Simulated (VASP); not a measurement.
The system is CuAuS3.

```
Cu S Au
1.0
     4.75109    0.00000    0.00000
     0.00000    4.75109    0.00000
     0.00000    0.00000    4.90909
Cu S Au
1 3 1
Direct
  0.00000 0.00000 0.28704
  0.50000 0.50000 0.99501
  0.00000 0.50000 0.33260
  0.50000 0.00000 0.33260
  0.50000 0.50000 0.51276
```

| Item | Value |
| --- | --- |
| Program | VASP 6.6.1 |
| Task | relaxation of cell and atoms |
| Functional | PBE |
| Potentials or basis | VASP PAW PBE potentials, release 64 (Cu, S, Au) |
| Cutoff | 600 eV |
| k mesh | 8 × 8 × 8 |
| Occupations | gaussian, width 0.1 eV |
| Spin | no spin polarisation |

At the start: pressure 0.0 GPa; volume 22.16 Å³/atom.

Problem. Where does the relaxation end?

Solution. Over 32 steps the energy falls by 48.4 meV/atom and the volume is 21.56 Å³/atom (-2.7 %); space group P4mm (No. 99, to 0.1 Å) before and after.

The path:
```tsv
step	energy change (eV)	largest force (eV/Å)	pressure (GPa)	volume (Å³)
1	0.0000	0.3390	0.02	110.81
2	-0.0134	0.2374	-0.05	110.85
3	-0.0257	0.1420	-0.10	110.90
4	-0.0325	0.1966	-0.07	110.58
5	-0.0382	0.4799	0.09	109.85
6	-0.0407	0.4588	0.09	109.77
7	-0.0475	0.3958	0.09	109.52
8	-0.0577	0.2716	0.12	109.03
9	-0.0698	0.0746	0.29	108.04
10	-0.1194	0.2446	1.38	106.07
11	-0.0884	0.9704	3.67	102.16
12	-0.1606	0.2837	1.93	105.06
13	-0.1939	0.2458	2.62	103.61
14	-0.2015	0.2240	2.38	103.89
15	-0.2038	0.2283	2.17	104.14
16	-0.2114	0.1838	1.84	104.62
17	-0.2271	0.1350	0.89	106.08
18	-0.2300	0.1230	-0.81	109.04
19	-0.2330	0.1280	-0.15	107.84
20	-0.2331	0.1284	-0.11	107.77
21	-0.2339	0.1237	-0.08	107.74
22	-0.2358	0.1097	0.00	107.66
23	-0.2359	0.1140	0.21	107.51
24	-0.2364	0.1011	0.12	107.58
25	-0.2372	0.0887	0.05	107.71
26	-0.2382	0.1144	-0.13	108.08
27	-0.2391	0.1004	-0.09	108.01
28	-0.2411	0.0553	0.03	107.79
29	-0.2414	0.0550	0.28	107.35
30	-0.2419	0.0128	0.17	107.54
31	-0.2420	0.0067	-0.14	108.03
32	-0.2421	0.0053	-0.01	107.81
```

Final structure:
```xyz
5
Lattice="4.7245 0.0000 0.0000 0.0000 4.7245 0.0000 0.0000 0.0000 4.8302" Properties=species:S:1:pos:R:3 pbc="T T T"
Cu    0.0000    0.0000    1.2212
S     2.3622    2.3622    0.5321
S     0.0000    2.3622    1.1252
S     2.3622    0.0000    1.1252
Au    2.3622    2.3622    3.0484
```
